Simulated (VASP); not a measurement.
# Fe (P6_3/mmc) in VASP: notebook

The runs below take Fe through single point, relaxation of cell and atoms, with r2SCAN.

All numbers are computed with VASP 6.6.1; they aren't measurements. Logs are shortened: lines on timing, memory, paths and dates and some standing lists are left out, and cuts for length are marked.

## 1. The cell of the first run

It takes space group P6_3/mmc (No. 194, hexagonal). Conventional cell: a = 3.595 Å, b = 3.595 Å, c = 4.818 Å, α = 90.00°, β = 90.00°, γ = 120.00°. Within 2.7 Å of Fe (site symmetry 3m) lie 4 Fe at 2.05 to 2.11 Å.

## 2. Single point, r2SCAN

POSCAR reads:

```
Fe
1.0
    3.5953423285      0.0000000000      0.0000000000
   -1.7976711642      3.1136577918      0.0000000000
    0.0000000000      0.0000000000      4.8175647001
Fe
4
Direct
    0.3333333333      0.6666666667      0.4627684970
    0.6666666667      0.3333333333      0.9627684970
    0.6666666667      0.3333333333      0.5372315030
    0.3333333333      0.6666666667      0.0372315030
```

INCAR.step1 reads:

```
SYSTEM = Fe
PREC = Accurate
ENCUT = 520
ISMEAR = 0
SIGMA = 0.1
LREAL = .FALSE.
LASPH = .TRUE.
NELM = 100
NBANDS = 24
GGA = PE
ALGO = Normal
EDIFF = 1E-4
LWAVE = .TRUE.
LCHARG = .FALSE.
```

INCAR.step2 reads:

```
SYSTEM = Fe
PREC = Accurate
ENCUT = 520
EDIFF = 1E-6
ISMEAR = 0
SIGMA = 0.1
LREAL = .FALSE.
LASPH = .TRUE.
NELM = 100
ALGO = Normal
ISIF = 2
LWAVE = .FALSE.
LCHARG = .FALSE.
METAGGA = R2SCAN
LMIXTAU = .TRUE.
NBANDS = 24
ISTART = 1
```

KPOINTS reads:

```
Automatic mesh
0
G
  15 15 10
  0 0 0
```

Potentials or basis: VASP PAW PBE potentials, release 64 (Fe).

Command:

```bash
$ cat potpaw_PBE.64/Fe/POTCAR > POTCAR
$ cp INCAR.step1 INCAR
$ mpirun -np 1 vasp_std > vasp.out
$ cp INCAR.step2 INCAR
$ mpirun -np 1 vasp_std > vasp.out
```

OUTCAR:

```text
SYSTEM = Fe
   PREC = Accurate
   ENCUT = 520
   EDIFF = 1E-6
   ISMEAR = 0
   LREAL = .FALSE.
   LASPH = .TRUE.
   NELM = 100
   ISIF = 2
   METAGGA = R2SCAN
   ISTART = 1

 ion  position               nearest neighbor table
   1  0.333  0.667  0.463-   4 2.05   3 2.11   3 2.11   3 2.11   4 2.77
   2  0.667  0.333  0.963-   3 2.05   4 2.11   4 2.11   4 2.11   3 2.77
   3  0.667  0.333  0.537-   2 2.05   1 2.11   1 2.11   1 2.11   2 2.77
   4  0.333  0.667  0.037-   1 2.05   2 2.11   2 2.11   2 2.11   1 2.77

  LATTYP: Found a hexagonal cell.
 ALAT       =     3.5953423285
 C/A-ratio  =     1.3399460357

  Lattice vectors:

 A1 = (   3.5953423285,   0.0000000000,   0.0000000000)
 A2 = (  -1.7976711642,   3.1136577918,   0.0000000000)
 A3 = (   0.0000000000,   0.0000000000,   4.8175647001)

Analysis of symmetry for initial positions (statically):
=====================================================================
 Subroutine PRICEL returns:
 Original cell was already a primitive cell.

 Routine SETGRP: Setting up the symmetry group for a
 hexagonal supercell.

 Subroutine GETGRP returns: Found 24 space group operations
 (whereof 12 operations were pure point group operations)
 out of a pool of 24 trial point group operations.

The static configuration has the point symmetry D_3d.
 The point group associated with its full space group is D_6h.

Analysis of symmetry for dynamics (positions and initial velocities):
=====================================================================
 Subroutine PRICEL returns:
 Original cell was already a primitive cell.

 Routine SETGRP: Setting up the symmetry group for a
 hexagonal supercell.

 Subroutine GETGRP returns: Found 24 space group operations
 (whereof 12 operations were pure point group operations)
 out of a pool of 24 trial point group operations.

The dynamic configuration has the point symmetry D_3d.
 The point group associated with its full space group is D_6h.

 Subroutine INISYM returns: Found 24 space group operations
 (whereof 12 operations are pure point group operations),
 and found     1 'primitive' translations

----------------------------------------------------------------------------------------

                                     Primitive cell

  volume of cell :      53.9310

  direct lattice vectors                    reciprocal lattice vectors
     3.595342329  0.000000000  0.000000000     0.278137632  0.160582836  0.000000000
    -1.797671164  3.113657792  0.000000000     0.000000000  0.321165673  0.000000000
     0.000000000  0.000000000  4.817564700     0.000000000  0.000000000  0.207573756

  length of vectors
     3.595342329  3.595342328  4.817564700     0.321165673  0.321165673  0.207573756

  position of ions in fractional coordinates (direct lattice)
     0.333333333  0.666666667  0.462768497
     0.666666667  0.333333333  0.962768497
     0.666666667  0.333333333  0.537231503
     0.333333333  0.666666667  0.037231503

  ion indices of the primitive-cell ions
   primitive index   ion index
                 1           1
                 2           2
                 3           3
                 4           4

----------------------------------------------------------------------------------------

 KPOINTS: Automatic mesh

Automatic generation of k-mesh.
 Grid dimensions read from file:
 generate k-points for:   15   15   10

 Generating k-lattice:

  Cartesian coordinates                     Fractional coordinates (reciprocal lattice)
     0.018542509  0.010705522  0.000000000     0.066666667  0.000000000  0.000000000
     0.000000000  0.021411045  0.000000000     0.000000000  0.066666667  0.000000000
     0.000000000  0.000000000  0.020757376     0.000000000  0.000000000  0.100000000

  Length of vectors
     0.021411045  0.021411045  0.020757376

  Shift w.r.t. Gamma in fractional coordinates (k-lattice)
     0.000000000  0.000000000  0.000000000

 Subroutine IBZKPT returns following result:
 ===========================================

 Found    162 irreducible k-points:

 Following reciprocal coordinates:
            Coordinates               Weight
  0.000000  0.000000  0.000000      1.000000
  0.066667  0.000000  0.000000      6.000000
  0.133333  0.000000  0.000000      6.000000
  0.200000  0.000000  0.000000      6.000000
  0.266667  0.000000  0.000000      6.000000
  0.333333  0.000000  0.000000      6.000000
[... 16 lines left out ...]
  0.333333  0.200000  0.000000     12.000000
  0.400000  0.200000  0.000000      6.000000
 [... further k-points ...]
   k-points           NKPTS =    162   k-points in BZ     NKDIM =    162   number of bands    NBANDS=     24
   number of dos      NEDOS =    301   number of ions     NIONS =      4
   total plane-waves  NPLWV =  28224
   dimension x,y,z NGX =    28 NGY =   28 NGZ =   36
   dimension x,y,z NGXF=    56 NGYF=   56 NGZF=   72
   ions per type =               4
   NGX,Y,Z   is equivalent  to a cutoff of  12.95, 12.95, 12.42 a.u.
   NGXF,Y,Z  is equivalent  to a cutoff of  25.89, 25.89, 24.85 a.u.
 SYSTEM =  Fe
   PREC   = accura    normal or accurate (medium, high low for compatibility)
   ISTART =      1    job   : 0-new  1-cont  2-samecut
   ICHARG =      0    charge: 1-file 2-atom 10-const
   ISPIN  =      1    spin polarized calculation?
   LNONCOLLINEAR =      F non collinear calculations
   LSORBIT =      F    spin-orbit coupling
   LASPH  =      T    aspherical Exc in radial PAW
   ENCUT  =  520.0 eV  38.22 Ry    6.18 a.u.   6.68  6.68  8.96*2*pi/ulx,y,z
   NELM   =    100;   NELMIN=  2; NELMDL=  0     # of ELM steps
   EDIFF  = 0.1E-05   stopping-criterion for ELM
   LREAL  =      F    real-space projection
   EDIFFG = 0.1E-04   stopping-criterion for IOM
   NSW    =      0    number of steps for IOM
   IBRION =     -1    ionic relax: 0-MD 1-quasi-New 2-CG
   NFREE  =      0    steps in history (QN), initial steepest desc. (CG)
   ISIF   =      2    stress and relaxation
   ISYM   =      2    0-nonsym 1-usesym 2-fastsym
   POTIM  = 0.5000    time-step for ionic-motion
   TEBEG  =    0.0;   TEEND  =   0.0 temperature during run
   PSTRESS=    0.0 pullay stress
   NELECT =      32.0000    total number of electrons
   NUPDOWN=      -1.0000    fix difference up-down
   EMIN   =  10.00;   EMAX   =-10.00  energy-range for DOS
   EFERMI =   0.00;   METHOD = LEGACY
   ISMEAR =     0;   SIGMA  =   0.10  broadening in eV -4-tet -1-fermi 0-gaus
   EFERMI_NEDOS =   21; number of points for ismear=-14 and -15
   IALGO  =     38    algorithm
   IMIX   =      4    mixing-type and parameters
     AMIX     =   0.40;   BMIX     =  1.00
     AMIX_MAG =   1.60;   BMIX_MAG =  1.00
  volume/ion in A,a.u.               =      13.48        90.99
  Fermi-wavevector in a.u.,A,eV,Ry     =   1.375663  2.599625 25.748312  1.892448
  Thomas-Fermi vector in A             =   2.500978
   LORBIT       =      0    0 simple, 1 ext, 2 COOP (PROOUT), +10 PAW based schemes
   METAGGA = R2SCAN    functional components
   LHFCALC =     F    Hartree Fock is set to
   AEXX    =    0.0000 exact exchange contribution
   IVDW    =     0    specifies the selected vdW correction
   LEPSILON=     F    determine dielectric tensor
   LRPA    =     F    only Hartree local field effects (RPA)
 non-spin polarized calculation
 Gauss-broadening in eV      SIGMA  =   0.10
  energy-cutoff  :      520.00
  volume of cell :       53.93
 maximum number of plane-waves:      1482
 NGX is ok and might be reduce to    28
   NGX = 13   NGY = 13   NGZ = 17

 number of electron      31.9999987 magnetization

 Free energy of the ion-electron system (eV)
  ---------------------------------------------------
  ext. energy  EPLUGINS =         0.00000000
  ---------------------------------------------------
  free energy    TOTEN  =       -50.36050497 eV

  energy without entropy =      -50.33359935  energy(sigma->0) =      -50.34705216

 E-fermi :   4.2399     XC(G=0): -12.7358

 val. band max:        4.2394740007   @ k =   0.4667   0.0667   0.1000
 cond. band min:       4.2510122227   @ k =   0.3333   0.0000   0.1000
 fundamental gap:      0.0115382220
 Fermi energy:         4.2399211956

 k-point     1 :       0.0000    0.0000    0.0000
  band No.  band energies     occupation
      1      -3.2861      2.00000
      2       0.4201      2.00000
      3       0.4513      2.00000
      4       0.4513      2.00000
      5       0.9157      2.00000
      6       1.4014      2.00000
[... 16 lines left out ...]
     23       8.8763      0.00000
     24      13.1626      0.00000

 k-point     2 :       0.0667    0.0000    0.0000
  band No.  band energies     occupation
      1      -3.2100      2.00000
      2       0.3212      2.00000
      3       0.4274      2.00000
      4       0.5453      2.00000
      5       0.9666      2.00000
      6       1.3063      2.00000
[... 16 lines left out ...]
     23       8.8882      0.00000
     24      12.5618      0.00000

 k-point     3 :       0.1333    0.0000    0.0000
  band No.  band energies     occupation
      1      -2.9846      2.00000
      2       0.2013      2.00000
      3       0.3692      2.00000
      4       0.6397      2.00000
      5       1.1117      2.00000
      6       1.1517      2.00000
[... 16 lines left out ...]
     23       8.9240      0.00000
     24      11.2598      0.00000

 k-point     4 :       0.2000    0.0000    0.0000
  band No.  band energies     occupation
      1      -2.6194      2.00000
      2       0.0708      2.00000
      3       0.3022      2.00000
      4       0.7064      2.00000
      5       1.0239      2.00000
      6       1.3280      2.00000
[... 16 lines left out ...]
     23       8.9853      0.00000
     24       9.8189      0.00000

 k-point     5 :       0.2667    0.0000    0.0000
  band No.  band energies     occupation
      1      -2.1333      2.00000
      2      -0.0582      2.00000
      3       0.2451      2.00000
      4       0.7416      2.00000
      5       0.8907      2.00000
      6       1.3282      2.00000
[... 16 lines left out ...]
     23       8.4649      0.00000
     24       9.0783      0.00000

 k-point     6 :       0.3333    0.0000    0.0000
  band No.  band energies     occupation
      1      -1.5622      2.00000
      2      -0.1582      2.00000
      3       0.2059      2.00000
      4       0.6851      2.00000
      5       0.7523      2.00000
      6       1.2472      2.00000
[... 16 lines left out ...]
     23       7.3367      0.00000
     24       9.2167      0.00000
[... 379 lines left out ...]
 k-point    21 :       0.2000    0.2000    0.0000
  band No.  band energies     occupation
      1      -1.4466      2.00000
      2      -0.1022      2.00000
      3      -0.0063      2.00000
      4       0.6302      2.00000
      5       0.6683      2.00000
      6       1.2195      2.00000
[... 16 lines left out ...]
     23       7.5654      0.00000
     24       7.9277      0.00000

 k-point    22 :       0.2667    0.2000    0.0000
  band No.  band energies     occupation
      1      -0.9294      2.00000
      2      -0.2099      2.00000
      3      -0.0325      2.00000
      4       0.5059      2.00000
      5       0.5694      2.00000
      6       1.0584      2.00000
[... 16 lines left out ...]
     23       7.1135      0.00000
     24       7.9541      0.00000

 k-point    23 :       0.3333    0.2000    0.0000
  band No.  band energies     occupation
      1      -0.5016      2.00000
      2      -0.2590      2.00000
      3      -0.0692      2.00000
      4       0.3592      2.00000
      5       0.5835      2.00000
      6       0.9556      2.00000
[... 16 lines left out ...]
     23       6.5216      0.00000
     24       8.7312      0.00000

 k-point    24 :       0.4000    0.2000    0.0000
  band No.  band energies     occupation
      1      -0.3784      2.00000
      2      -0.1767      2.00000
      3      -0.1172      2.00000
      4       0.2771      2.00000
      5       0.6185      2.00000
      6       0.9204      2.00000
[... 16 lines left out ...]
     23       6.2313      0.00000
     24       9.1492      0.00000

 [... further k-points ...]
[... 5 lines left out ...]
  --------------------------------------------------------------------------------------
  -------------------------------------------------------------------------------------
  Total       -0.3208737     -0.3208737     -0.1547565     -0.0000000      0.0000000      0.0000000
  in kB       -9.5324835     -9.5324835     -4.5974889     -0.0000000      0.0000000      0.0000000
  external PRESSURE =      -7.8874853 kB  Pullay stress =       0.0000000 kB

 VOLUME and BASIS-vectors are now :
 -----------------------------------------------------------------------------
  energy-cutoff  :      520.00
  volume of cell :       53.93
      direct lattice vectors                 reciprocal lattice vectors
     3.595342329  0.000000000  0.000000000     0.278137632  0.160582836  0.000000000
    -1.797671164  3.113657792  0.000000000     0.000000000  0.321165673  0.000000000
     0.000000000  0.000000000  4.817564700     0.000000000  0.000000000  0.207573756

 POSITION                                       TOTAL-FORCE (eV/Angst)
 -----------------------------------------------------------------------------------
     -0.00000      2.07577      2.22942         0.000000      0.000000     -0.019181
      1.79767      1.03789      4.63820         0.000000     -0.000000     -0.019181
      1.79767      1.03789      2.58815        -0.000000      0.000000      0.019181
     -0.00000      2.07577      0.17937         0.000000      0.000000      0.019181
 -----------------------------------------------------------------------------------
    total drift:                                0.000000      0.000000     -0.000000

  FREE ENERGIE OF THE ION-ELECTRON SYSTEM (eV)
  ---------------------------------------------------
  free  energy   TOTEN  =       -50.3605049727 eV

  energy  without entropy=      -50.3335993477  energy(sigma->0) =      -50.34705216
```

Wall time 13 min (1 thread of AMD EPYC 7R43 (Zen 3), shared host); peak memory 0.26 GiB.

Results:

- Free energy: -50.3605 eV
- Pressure: -0.8 GPa
- Largest force: 0.019 eV/Å
- Band gap on the k mesh: zero (band 16 reaches 4.66 eV, above the bottom of band 17 at 3.08 eV)

Forces in eV/Å, atoms in the order of the input:
```
Fe   0.000  0.000 -0.019
Fe   0.000  0.000 -0.019
Fe   0.000  0.000  0.019
Fe   0.000  0.000  0.019
```

Caveat: the PAW data sets were made with another functional, which shifts forces and pressure a little; the run has no spin polarisation, though such a crystal can be magnetic. Spin polarisation is off, so any magnetic state and its effect on volume and gap are missing.

## 3. Single point, r2SCAN

POSCAR reads:

```
Fe
1.0
    3.5886383460      0.0000000000      0.0000000000
   -1.7943191730      3.1078519726      0.0000000000
    0.0000000000      0.0000000000      4.8359434021
Fe
4
Direct
    0.3333333333      0.6666666667      0.4620999176
    0.6666666667      0.3333333333      0.9620999176
    0.6666666667      0.3333333333      0.5379000824
    0.3333333333      0.6666666667      0.0379000824
```

INCAR.step1 reads:

```
PREC = Accurate
ENCUT = 520
ISMEAR = 0
SIGMA = 0.1
LREAL = F
LASPH = T
NELM = 100
NBANDS = 24
GGA = PE
ALGO = Normal
EDIFF = 1E-4
LWAVE = T
LCHARG = F
```

INCAR.step2 reads:

```
PREC = Accurate
ENCUT = 520
EDIFF = 1E-6
ISMEAR = 0
SIGMA = 0.1
LREAL = F
LASPH = T
NELM = 100
ALGO = Normal
ISIF = 2
LWAVE = F
LCHARG = F
METAGGA = R2SCAN
LMIXTAU = T
NBANDS = 24
ISTART = 1
```

KPOINTS reads:

```
Automatic mesh
0
Gamma
  6 6 4
```

Potentials or basis: VASP PAW PBE potentials, release 64 (Fe).

Command:

```bash
$ cat potpaw_PBE.64/Fe/POTCAR > POTCAR
$ cp INCAR.step1 INCAR
$ mpirun -np 1 vasp_std > vasp.out
$ cp INCAR.step2 INCAR
$ mpirun -np 1 vasp_std > vasp.out
```

Run time: 2 min. Hardware: 1 thread of AMD EPYC 7R43 (Zen 3), shared host; peak memory 0.15 GiB.

It converged, with:

```
Free energy            : -50.3693 eV
Pressure               : -0.7 GPa
Largest force          : 0.037 eV/Å
Band gap on the k mesh : zero (band 16 reaches 4.58 eV, above the bottom of band 17 at 3.30 eV)
```

Forces in eV/Å, atoms in the order of the input:
```
Fe   0.000  0.000 -0.037
Fe   0.000  0.000 -0.037
Fe   0.000  0.000  0.037
Fe   0.000  0.000  0.037
```

Stress tensor (GPa, compression positive):
```
-0.82  0.00  0.00
 0.00 -0.82  0.00
 0.00  0.00 -0.33
```

Levels at points of the mesh, in eV from the Fermi level:
```tsv
k point	band 12	band 13	band 14	band 15	band 16	band 17	band 18	band 19	band 20	band 21
(0.00, 0.00, 0.00)	-1.78	-1.76	-1.76	-0.76	-0.74	-0.74	0.16	0.16	1.08	1.08
(0.50, 0.00, 0.00)	-1.69	-0.84	-0.80	-0.72	-0.07	0.57	0.75	1.09	1.61	1.65
(0.00, 0.00, 0.50)	-2.21	-1.28	-1.28	-1.28	-1.28	-0.64	-0.64	0.66	0.66	0.66
(0.50, 0.00, 0.50)	-2.39	-1.46	-1.46	0.13	0.13	0.48	0.48	0.85	0.85	1.27
```

Caveat: the PAW data sets were made with another functional, which shifts forces and pressure a little; the run has no spin polarisation, though such a crystal can be magnetic.

(Part 1 of 2 ends here.)
